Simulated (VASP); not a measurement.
Runs of VASP 6.6.1 on IO (rock salt type). The structure is that of space group Fm-3m (No. 225), or close to it. The cells are those of the table. 

```tsv
level	cell	k mesh	smearing	gap on the mesh (eV)	pressure (GPa)
r2SCAN	a = 3.710 Å, angles 60.0°, 2 atoms	11 × 11 × 11	fermi-dirac 0.1 eV	none	3.3
r2SCAN	a = 3.824 Å, angles 60.0°, 2 atoms	11 × 11 × 11	fermi-dirac 0.1 eV	none	(b)
PBE	a = 3.697 Å, angles 60.0°, 2 atoms	35 × 35 × 35	fermi-dirac 0.0612256 eV	none	(a)
r2SCAN	a = 3.787 Å, angles 60.0°, 2 atoms	11 × 11 × 11	fermi-dirac 0.1 eV	none	-2.0
r2SCAN	a = 3.749 Å, angles 60.0°, 2 atoms	11 × 11 × 11	fermi-dirac 0.1 eV	none	0.4
```

Alike in all rows: task single point; potentials or basis VASP PAW PBE potentials, release 64 (I, O); no spin polarisation; cutoff (eV) 520.

Q: Estimate the missing entries.

A: (a) 5.2; (b) -3.9.

Caveats: spin-orbit coupling is left out, which moves the levels of the heavy elements; an odd number of electrons without spin polarisation forces a metal; a magnetic or distorted state may lie lower; the PAW data sets were made with another functional, which shifts forces and pressure a little (some runs).

A k mesh can miss the band edges, and the runs leave out spin-orbit coupling on I.

A gap of «none» marks levels without a gap at the run's occupations.
